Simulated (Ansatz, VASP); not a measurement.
PbS in VASP and in Ansatz

```
CELL_PARAMETERS angstrom
2.94050 -2.90000 0.00000
2.94050 2.90000 0.00000
-1.08005 0.00000 11.82638
ATOMIC_POSITIONS crystal
Pb 0.77560 0.77560 0.63638
Pb 0.22440 0.22440 0.36362
S 0.26840 0.26840 0.59860
S 0.73160 0.73160 0.40140
```

Change from the starting cell: zz strain of +1 %, crystal datasets.

Alike in both runs: task electric field gradients; functional PBE; k mesh 7 × 7 × 3; occupations fermi-dirac, width 0.01 eV; no spin polarisation.

```csv
,VASP,Ansatz
version,VASP 6.6.1,Ansatz 0.2.0
potentials or method,"VASP PAW PBE potentials, release 64 (Pb_d, S), cutoff 520 eV","all-electron PAW with datasets made for the crystal, scalar-relativistic"
```

|  | VASP | Ansatz | Ansatz less VASP |
| --- | --- | --- | --- |
| gap on the k mesh at the Fermi level (eV) | 1.23 | 1.23 | +0.003 |
| rms of the force components (eV/Å) | 0.214 | 0.213 | -0.0014 |
| size of Vzz on the site where it differs most (V/Å²) | 101.4 | 91.6 | -9.78 |

Atom by atom the forces differ by 0.002 eV/Å (rms over components). Ansatz ran all-electron here, and VASP with PAW potentials.

Spin-orbit coupling is off throughout.
